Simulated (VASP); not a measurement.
# Mg (I4/mmm) in VASP: single point with PBE

Aim: the single point of Mg with PBE.

Everything below comes from runs of VASP 6.6.1. Logs are shortened: lines on timing, memory, paths and dates and some standing lists are left out, and cuts for length are marked.

## 1. The cell of the first run

Symmetry: I4/mmm, No. 139, tetragonal system. Conventional cell: a = 3.387 Å, b = 3.387 Å, c = 4.386 Å, α = 90.00°, β = 90.00°, γ = 90.00°. Mg (site symmetry 4/mmm) has 12 Mg at 3.25 to 3.39 Å within 4.3 Å.

## 2. Single point, PBE (strained)

The input, INCAR:

```
PREC     = Accurate       # precision mode
ENCUT    = 520            # plane-wave cutoff, eV
EDIFF    = 1E-7           # SCF threshold, eV
ISMEAR   = 0              # smearing method
SIGMA    = 0.1            # smearing width, eV
LREAL    = False          # projectors in reciprocal space
LASPH    = True           # aspherical terms in the spheres
NELM     = 80             # most SCF steps
ALGO     = Normal         # electronic algorithm
ISIF     = 2              # what is computed and relaxed
LWAVE    = False          # write WAVECAR
LCHARG   = True           # write CHGCAR
GGA      = PE             # functional
LELF     = True           # ELF
LVHAR    = True         
NBANDS   = 7              # bands
```

The input, KPOINTS:

```
regular mesh
0
Gamma
  14 14 14
```

The input, POSCAR:

```
Mg
1.0
    0.0000000000      2.3948455776      2.1928625376
    2.3948455776      0.0000000000      2.1928625376
    2.3948455776      2.3948455776      0.0000000000
Mg
1
Direct
    0.0000000000      0.0000000000      0.0000000000
```

Potentials or basis: VASP PAW PBE potentials, release 64 (Mg).

The run is started by

```console
$ cat potpaw_PBE.64/Mg/POTCAR > POTCAR
$ mpirun -np 1 vasp_std > vasp.out
```

OUTCAR:

```text
PREC = Accurate
   ENCUT = 520
   EDIFF = 1E-7
   ISMEAR = 0
   LREAL = False
   LASPH = True
   NELM = 80
   ISIF = 2
   GGA = PE

 ion  position               nearest neighbor table
   1  0.000  0.000  0.000-

  LATTYP: Found a body centered tetragonal cell.
 ALAT       =     3.3868230956
 C/A-ratio  =     1.2949377488

  Lattice vectors:

 A1 = (   0.0000000000,  -2.3948455776,  -2.1928625376)
 A2 = (   0.0000000000,   2.3948455776,  -2.1928625376)
 A3 = (   2.3948455776,   0.0000000000,   2.1928625376)

Analysis of symmetry for initial positions (statically):
=====================================================================
 Subroutine PRICEL returns:
 Original cell was already a primitive cell.

 Routine SETGRP: Setting up the symmetry group for a
 body centered tetragonal supercell.

 Subroutine GETGRP returns: Found 16 space group operations
 (whereof 16 operations were pure point group operations)
 out of a pool of 16 trial point group operations.

The static configuration has the point symmetry D_4h.

Analysis of symmetry for dynamics (positions and initial velocities):
=====================================================================
 Subroutine PRICEL returns:
 Original cell was already a primitive cell.

 Routine SETGRP: Setting up the symmetry group for a
 body centered tetragonal supercell.

 Subroutine GETGRP returns: Found 16 space group operations
 (whereof 16 operations were pure point group operations)
 out of a pool of 16 trial point group operations.

The dynamic configuration has the point symmetry D_4h.

 Subroutine INISYM returns: Found 16 space group operations
 (whereof 16 operations are pure point group operations),
 and found     1 'primitive' translations

----------------------------------------------------------------------------------------

                                     Primitive cell

  volume of cell :      25.1534

  direct lattice vectors                    reciprocal lattice vectors
     0.000000000  2.394845578  2.192862538    -0.208781729  0.208781729  0.228012468
     2.394845578  0.000000000  2.192862538     0.208781729 -0.208781729  0.228012468
     2.394845578  2.394845578  0.000000000     0.208781729  0.208781729 -0.228012468

  length of vectors
     3.247142043  3.247142043  3.386823096     0.373054026  0.373054026  0.373054026

  position of ions in fractional coordinates (direct lattice)
     0.000000000  0.000000000  0.000000000
[... 70 lines left out ...]
   ISPIN  =      1    spin polarized calculation?
   LNONCOLLINEAR =      F non collinear calculations
   LSORBIT =      F    spin-orbit coupling
   LASPH  =      T    aspherical Exc in radial PAW
   ENCUT  =  520.0 eV  38.22 Ry    6.18 a.u.   6.04  6.04  6.30*2*pi/ulx,y,z
   NELM   =     80;   NELMIN=  2; NELMDL= -5     # of ELM steps
   EDIFF  = 0.1E-06   stopping-criterion for ELM
   LREAL  =      F    real-space projection
   EDIFFG = 0.1E-05   stopping-criterion for IOM
   NSW    =      0    number of steps for IOM
   IBRION =     -1    ionic relax: 0-MD 1-quasi-New 2-CG
   NFREE  =      0    steps in history (QN), initial steepest desc. (CG)
   ISIF   =      2    stress and relaxation
   ISYM   =      2    0-nonsym 1-usesym 2-fastsym
   POTIM  = 0.5000    time-step for ionic-motion
   TEBEG  =    0.0;   TEEND  =   0.0 temperature during run
   PSTRESS=    0.0 pullay stress
   NELECT =       2.0000    total number of electrons
   NUPDOWN=      -1.0000    fix difference up-down
   EMIN   =  10.00;   EMAX   =-10.00  energy-range for DOS
   EFERMI =   0.00;   METHOD = LEGACY
   ISMEAR =     0;   SIGMA  =   0.10  broadening in eV -4-tet -1-fermi 0-gaus
   EFERMI_NEDOS =   21; number of points for ismear=-14 and -15
   IALGO  =     38    algorithm
   IMIX   =      4    mixing-type and parameters
     AMIX     =   0.40;   BMIX     =  1.00
     AMIX_MAG =   1.60;   BMIX_MAG =  1.00
  volume/ion in A,a.u.               =      25.15       169.74
  Fermi-wavevector in a.u.,A,eV,Ry     =   0.703968  1.330306  6.742645  0.495570
  Thomas-Fermi vector in A             =   1.789082
   LORBIT       =      0    0 simple, 1 ext, 2 COOP (PROOUT), +10 PAW based schemes
   GGA     = PE    functional components
   LHFCALC =     F    Hartree Fock is set to
   AEXX    =    0.0000 exact exchange contribution
   IVDW    =     0    specifies the selected vdW correction
   LEPSILON=     F    determine dielectric tensor
   LRPA    =     F    only Hartree local field effects (RPA)
 non-spin polarized calculation
 Gauss-broadening in eV      SIGMA  =   0.10
  energy-cutoff  :      520.00
  volume of cell :       25.15
 maximum number of plane-waves:       708
   NGX = 13   NGY = 13   NGZ = 13

 number of electron       2.0000000 magnetization

 Free energy of the ion-electron system (eV)
  ---------------------------------------------------
  ext. energy  EPLUGINS =         0.00000000
  ---------------------------------------------------
  free energy    TOTEN  =        -1.47261655 eV

  energy without entropy =       -1.46956529  energy(sigma->0) =       -1.47109092

 E-fermi :   2.1803     XC(G=0):  -8.2136

 val. band max:        2.1764788719   @ k =   0.5000   0.4286   0.0000
 cond. band min:       2.2034784628   @ k =  -0.2857   0.3571   0.2857
 fundamental gap:      0.0269995909
 Fermi energy:         2.1803431594

 k-point     1 :       0.0000    0.0000    0.0000
  band No.  band energies     occupation
      1      -4.3730      2.00000
      2      13.8554      0.00000
      3      13.8554      0.00000
      4      14.4285      0.00000
      5      15.3665      0.00000
      6      15.5523      0.00000
      7      15.5523      0.00000
[... 221 lines left out ...]
 k-point    24 :       0.2857    0.1429    0.0000
  band No.  band energies     occupation
      1      -2.6773      2.00000
      2       7.2329      0.00000
      3      10.2746      0.00000
      4      11.3942      0.00000
      5      14.0334      0.00000
      6      14.6975      0.00000
      7      17.4143      0.00000

 [... further k-points ...]
[... 5 lines left out ...]
  --------------------------------------------------------------------------------------
  -------------------------------------------------------------------------------------
  Total       -0.4574979     -0.4574979     -0.3112656      0.0000000     -0.0000000     -0.0000000
  in kB      -29.1409183    -29.1409183    -19.8264637      0.0000000     -0.0000000     -0.0000000
  external PRESSURE =     -26.0361001 kB  Pullay stress =       0.0000000 kB

 VOLUME and BASIS-vectors are now :
 -----------------------------------------------------------------------------
  energy-cutoff  :      520.00
  volume of cell :       25.15
      direct lattice vectors                 reciprocal lattice vectors
     0.000000000  2.394845578  2.192862538    -0.208781729  0.208781729  0.228012468
     2.394845578  0.000000000  2.192862538     0.208781729 -0.208781729  0.228012468
     2.394845578  2.394845578  0.000000000     0.208781729  0.208781729 -0.228012468

 POSITION                                       TOTAL-FORCE (eV/Angst)
 -----------------------------------------------------------------------------------
      0.00000      0.00000      0.00000         0.000000      0.000000     -0.000000
 -----------------------------------------------------------------------------------
    total drift:                               -0.000000      0.000000      0.000000

  FREE ENERGIE OF THE ION-ELECTRON SYSTEM (eV)
  ---------------------------------------------------
  free  energy   TOTEN  =        -1.4726165517 eV

  energy  without entropy=       -1.4695652907  energy(sigma->0) =       -1.47109092
```

Run time: 10 s. Hardware: 1 thread of Intel Xeon 6975P-C (Granite Rapids), shared host; peak memory 0.17 GiB.

What came out:

```yaml
Free_energy: -1.4726 eV
Pressure: -2.6 GPa
Band_gap_on_the_k_mesh: zero (band 1 reaches 3.61 eV, above the bottom of band 2 at 0.90 eV)
```

Caveat: the cell differs from its parent crystal (strained).
